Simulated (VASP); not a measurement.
# I (P6_3/mmc) in VASP: notebook

The runs below take I through single point, with PBE.

All numbers are computed with VASP 6.6.1; they aren't measurements. Logs are shortened: lines on timing, memory, paths and dates and some standing lists are left out, and cuts for length are marked.

**1. The cell of the first run**

The structure is hexagonal, space group P6_3/mmc (No. 194). The conventional cell has a = 3.436 Å, b = 3.436 Å, c = 4.970 Å, α = 90.00°, β = 90.00°, γ = 120.00°. Within 4.2 Å of I (site symmetry -6m2) lie 12 I at 3.18 to 3.44 Å.

**2. Single point, PBE**

Contents of INCAR:

```
PREC = Accurate
ENCUT = 520
EDIFF = 1E-6
ISMEAR = -1
SIGMA = 0.02
LREAL = F
LASPH = T
NELM = 80
ALGO = Normal
ISIF = 2
LWAVE = F
LCHARG = F
GGA = PE
NBANDS = 14
```

Contents of KPOINTS:

```
Automatic mesh
0
Gamma
  6 6 3
```

Contents of POSCAR:

```
I
1.0
    3.4355790976      0.0000000000      0.0000000000
   -1.7177895488      2.9752987752      0.0000000000
    0.0000000000      0.0000000000      4.9703509359
I
2
Direct
    0.3333333333      0.6666666667      0.2500000000
    0.6666666667      0.3333333333      0.7500000000
```

Potentials or basis: VASP PAW PBE potentials, release 64 (I).

The run is started by

```
$ cat potpaw_PBE.64/I/POTCAR > POTCAR
$ mpirun -np 1 vasp_std > vasp.out
```

OUTCAR:

```text
PREC = Accurate
   ENCUT = 520
   EDIFF = 1E-6
   ISMEAR = -1
   LREAL = F
   LASPH = T
   NELM = 80
   ISIF = 2
   GGA = PE

 ion  position               nearest neighbor table
   1  0.333  0.667  0.250-   2 3.18   2 3.18   2 3.18   2 3.18   2 3.18   2 3.18
   2  0.667  0.333  0.750-   1 3.18   1 3.18   1 3.18   1 3.18   1 3.18   1 3.18

  LATTYP: Found a hexagonal cell.
 ALAT       =     3.4355790976
 C/A-ratio  =     1.4467287158

  Lattice vectors:

 A1 = (   3.4355790976,   0.0000000000,   0.0000000000)
 A2 = (  -1.7177895488,   2.9752987752,   0.0000000000)
 A3 = (   0.0000000000,   0.0000000000,   4.9703509359)

Analysis of symmetry for initial positions (statically):
=====================================================================
 Subroutine PRICEL returns:
 Original cell was already a primitive cell.

 Routine SETGRP: Setting up the symmetry group for a
 hexagonal supercell.

 Subroutine GETGRP returns: Found 24 space group operations
 (whereof 12 operations were pure point group operations)
 out of a pool of 24 trial point group operations.

The static configuration has the point symmetry D_3d.
 The point group associated with its full space group is D_6h.

Analysis of symmetry for dynamics (positions and initial velocities):
=====================================================================
 Subroutine PRICEL returns:
 Original cell was already a primitive cell.

 Routine SETGRP: Setting up the symmetry group for a
 hexagonal supercell.

 Subroutine GETGRP returns: Found 24 space group operations
 (whereof 12 operations were pure point group operations)
 out of a pool of 24 trial point group operations.

The dynamic configuration has the point symmetry D_3d.
 The point group associated with its full space group is D_6h.

 Subroutine INISYM returns: Found 24 space group operations
 (whereof 12 operations are pure point group operations),
 and found     1 'primitive' translations

----------------------------------------------------------------------------------------

                                     Primitive cell

  volume of cell :      50.8063

  direct lattice vectors                    reciprocal lattice vectors
     3.435579098  0.000000000  0.000000000     0.291071744  0.168050350  0.000000000
    -1.717789549  2.975298775  0.000000000     0.000000000  0.336100700  0.000000000
     0.000000000  0.000000000  4.970350936     0.000000000  0.000000000  0.201193037

  length of vectors
[... 81 lines left out ...]
   PSTRESS=    0.0 pullay stress
   NELECT =      14.0000    total number of electrons
   NUPDOWN=      -1.0000    fix difference up-down
   EMIN   =  10.00;   EMAX   =-10.00  energy-range for DOS
   EFERMI =   0.00;   METHOD = LEGACY
   ISMEAR =    -1;   SIGMA  =   0.02  broadening in eV -4-tet -1-fermi 0-gaus
   EFERMI_NEDOS =   21; number of points for ismear=-14 and -15
   IALGO  =     38    algorithm
   IMIX   =      4    mixing-type and parameters
     AMIX     =   0.40;   BMIX     =  1.00
     AMIX_MAG =   1.60;   BMIX_MAG =  1.00
  volume/ion in A,a.u.               =      25.40       171.43
  Fermi-wavevector in a.u.,A,eV,Ry     =   1.065316  2.013155 15.441217  1.134897
  Thomas-Fermi vector in A             =   2.200863
   LORBIT       =      0    0 simple, 1 ext, 2 COOP (PROOUT), +10 PAW based schemes
   GGA     = PE    functional components
   LHFCALC =     F    Hartree Fock is set to
   AEXX    =    0.0000 exact exchange contribution
   IVDW    =     0    specifies the selected vdW correction
   LEPSILON=     F    determine dielectric tensor
   LRPA    =     F    only Hartree local field effects (RPA)
 non-spin polarized calculation
  energy-cutoff  :      520.00
  volume of cell :       50.81
 maximum number of plane-waves:      1387
 NGX is ok and might be reduce to    28
   NGX = 13   NGY = 13   NGZ = 19

 number of electron      14.0000000 magnetization

 Free energy of the ion-electron system (eV)
  ---------------------------------------------------
  ext. energy  EPLUGINS =         0.00000000
  ---------------------------------------------------
  free energy    TOTEN  =        -1.29294698 eV

  energy without entropy =       -1.29142299  energy(sigma->0) =       -1.29218499

 E-fermi :   9.4496     XC(G=0): -10.6074

 val. band max:        9.4353706947   @ k =   0.1667   0.1667   0.0000
 cond. band min:       9.5772748012   @ k =   0.1667   0.1667   0.0000
 fundamental gap:      0.1419041066
 Fermi energy:         9.4496362496

 k-point     1 :       0.0000    0.0000    0.0000
  band No.  band energies     occupation
      1      -6.8607      2.00000
      2      -3.0301      2.00000
      3       2.0532      2.00000
      4       8.6418      2.00000
      5       8.6418      2.00000
      6      10.4731      0.00000
      7      10.4731      0.00000
      8      12.0219      0.00000
      9      14.3031      0.00000
     10      17.1760      0.00000
     11      17.9887      0.00000
     12      17.9887      0.00000
     13      19.8466      0.00000
     14      19.8475      0.00000
[... 207 lines left out ...]
      1      -3.3925      2.00000
      2      -3.3925      2.00000
      3       3.3278      2.00000
      4       3.3278      2.00000
      5       3.7890      2.00000
      6       5.5573      2.00000
      7       9.3420      1.99083
      8       9.3420      1.99083
      9      15.5809      0.00000
     10      17.8359      0.00000
     11      17.8359      0.00000
     12      19.2462      0.00000
     13      20.4678      0.00000
     14      20.4678      0.00000

------------------------ aborting loop because EDIFF is reached ----------------------------------------

  FORCE on cell =-STRESS in cart. coord.  units (eV):
  Direction    XX          YY          ZZ          XY          YZ          ZX
  --------------------------------------------------------------------------------------
  -------------------------------------------------------------------------------------
  Total        6.3007275      6.3007275      6.2955017     -0.0000000      0.0000000      0.0000000
  in kB      198.6935151    198.6935151    198.5287178     -0.0000000      0.0000000      0.0000000
  external PRESSURE =     198.6385827 kB  Pullay stress =       0.0000000 kB

 VOLUME and BASIS-vectors are now :
 -----------------------------------------------------------------------------
  energy-cutoff  :      520.00
  volume of cell :       50.81
      direct lattice vectors                 reciprocal lattice vectors
     3.435579098  0.000000000  0.000000000     0.291071744  0.168050350  0.000000000
    -1.717789549  2.975298775  0.000000000     0.000000000  0.336100700  0.000000000
     0.000000000  0.000000000  4.970350936     0.000000000  0.000000000  0.201193037

 POSITION                                       TOTAL-FORCE (eV/Angst)
 -----------------------------------------------------------------------------------
     -0.00000      1.98353      1.24259        -0.000000      0.000000      0.000000
      1.71779      0.99177      3.72776         0.000000     -0.000000      0.000000
 -----------------------------------------------------------------------------------
    total drift:                                0.000000     -0.000000      0.000000

  FREE ENERGIE OF THE ION-ELECTRON SYSTEM (eV)
  ---------------------------------------------------
  free  energy   TOTEN  =        -1.2929469788 eV

  energy  without entropy=       -1.2914229923  energy(sigma->0) =       -1.29218499
```

stdout:

```text
POSCAR found type information on POSCAR I
 POSCAR found :  1 types and       2 ions
 scaLAPACK will be used
 LDA part: xc-table for (Slater+PW92), standard interpolation
 POSCAR, INCAR and KPOINTS ok, starting setup
 FFT: planning ... GRIDC
 FFT: planning ... GRID_SOFT
 FFT: planning ... GRID
 WAVECAR not read
 entering main loop
```

It took 12 s on 1 thread of AMD EPYC 7R13, shared host; peak memory 0.14 GiB.

Results:

| Item | Value |
| --- | --- |
| Free energy | -1.2929 eV |
| Pressure | 19.9 GPa |
| Band gap on the k mesh | zero (bands 7 and 8 overlap by 3.48 eV) |

Caveat: the k points lie up to 0.42 Å⁻¹ apart, too coarse for converged energies and pressures of a metal; spin-orbit coupling is left out, which moves the levels of the heavy elements.

**3. Single point, PBE**

This run uses another cell than the first one, of 29.14 Å³/atom.

Contents of INCAR:

```
PREC = Accurate
ENCUT = 520
EDIFF = 1E-6
ISMEAR = -1
SIGMA = 0.02
LREAL = False
LASPH = True
NELM = 100
ALGO = Normal
ISIF = 2
LWAVE = False
LCHARG = True
GGA = PE
LELF = True
LVHAR = True
NBANDS = 14
```

KPOINTS is that of step 2.

Contents of POSCAR:

```
I
1.0
    3.7281550016      0.0000000000      0.0000000000
   -1.8640775008      3.2286769406      0.0000000000
    0.0000000000      0.0000000000      4.8419172962
I
2
Direct
    0.3333333333      0.6666666667      0.2500000000
    0.6666666667      0.3333333333      0.7500000000
```

Potentials or basis: VASP PAW PBE potentials, release 64 (I).

The run is started by

```
$ cat potpaw_PBE.64/I/POTCAR > POTCAR
$ mpirun -np 1 vasp_std > vasp.out
```

OUTCAR:

```text
PREC = Accurate
   ENCUT = 520
   EDIFF = 1E-6
   ISMEAR = -1
   LREAL = False
   LASPH = True
   NELM = 100
   ISIF = 2
   GGA = PE

 ion  position               nearest neighbor table
   1  0.333  0.667  0.250-   2 3.24   2 3.24   2 3.24   2 3.24   2 3.24   2 3.24
   2  0.667  0.333  0.750-   1 3.24   1 3.24   1 3.24   1 3.24   1 3.24   1 3.24

  LATTYP: Found a hexagonal cell.
 ALAT       =     3.7281550016
 C/A-ratio  =     1.2987435592

  Lattice vectors:

 A1 = (   3.7281550016,   0.0000000000,   0.0000000000)
 A2 = (  -1.8640775008,   3.2286769406,   0.0000000000)
 A3 = (   0.0000000000,   0.0000000000,   4.8419172962)

Analysis of symmetry for initial positions (statically):
=====================================================================
 Subroutine PRICEL returns:
 Original cell was already a primitive cell.

 Routine SETGRP: Setting up the symmetry group for a
 hexagonal supercell.

 Subroutine GETGRP returns: Found 24 space group operations
 (whereof 12 operations were pure point group operations)
[... 166 lines left out ...]
      3       1.2548      2.00000
      4       5.7362      2.00000
      5       5.7362      2.00000
      6       7.6939      0.00000
      7       7.6939      0.00000
      8       9.4451      0.00000
      9      11.4940      0.00000
     10      14.1625      0.00000
     11      15.5388      0.00000
     12      15.5388      0.00000
     13      16.9761      0.00000
     14      16.9761      0.00000
[... 207 lines left out ...]
      1      -5.3277      2.00000
      2      -5.3277      2.00000
      3       1.9434      2.00000
      4       1.9434      2.00000
      5       2.5628      2.00000
      6       4.4366      2.00000
      7       7.7300      0.00000
      8       7.7300      0.00000
      9      14.5063      0.00000
     10      15.9008      0.00000
     11      15.9889      0.00000
     12      15.9889      0.00000
     13      17.8291      0.00000
     14      17.8291      0.00000

------------------------ aborting loop because EDIFF is reached ----------------------------------------

  FORCE on cell =-STRESS in cart. coord.  units (eV):
  Direction    XX          YY          ZZ          XY          YZ          ZX
  --------------------------------------------------------------------------------------
  -------------------------------------------------------------------------------------
  Total        3.6121241      3.6121241      3.6068750      0.0000000     -0.0000000      0.0000000
  in kB       99.2972729     99.2972729     99.1529757      0.0000000     -0.0000000      0.0000000
  external PRESSURE =      99.2491738 kB  Pullay stress =       0.0000000 kB

 VOLUME and BASIS-vectors are now :
 -----------------------------------------------------------------------------
  energy-cutoff  :      520.00
  volume of cell :       58.28
      direct lattice vectors                 reciprocal lattice vectors
     3.728155002  0.000000000  0.000000000     0.268229191  0.154862196  0.000000000
    -1.864077501  3.228676941  0.000000000     0.000000000  0.309724391  0.000000000
     0.000000000  0.000000000  4.841917296     0.000000000  0.000000000  0.206529756

 POSITION                                       TOTAL-FORCE (eV/Angst)
 -----------------------------------------------------------------------------------
     -0.00000      2.15245      1.21048        -0.000000     -0.000000      0.000000
      1.86408      1.07623      3.63144         0.000000      0.000000      0.000000
 -----------------------------------------------------------------------------------
    total drift:                               -0.000000      0.000000      0.000000

  FREE ENERGIE OF THE ION-ELECTRON SYSTEM (eV)
  ---------------------------------------------------
  free  energy   TOTEN  =        -1.9829604876 eV

  energy  without entropy=       -1.9813879847  energy(sigma->0) =       -1.98217424
```

Wall time 14 s (1 thread of AMD EPYC 7R13, shared host); peak memory 0.14 GiB.

Results:

```yaml
Free_energy: -1.9830 eV
Pressure: 9.9 GPa
Band_gap_on_the_k_mesh: zero (bands 7 and 8 overlap by 1.80 eV)
```

Caveat: the k points lie up to 0.43 Å⁻¹ apart, too coarse for converged energies and pressures of a metal; spin-orbit coupling is left out, which moves the levels of the heavy elements.

(Part 1 of 2 ends here.)
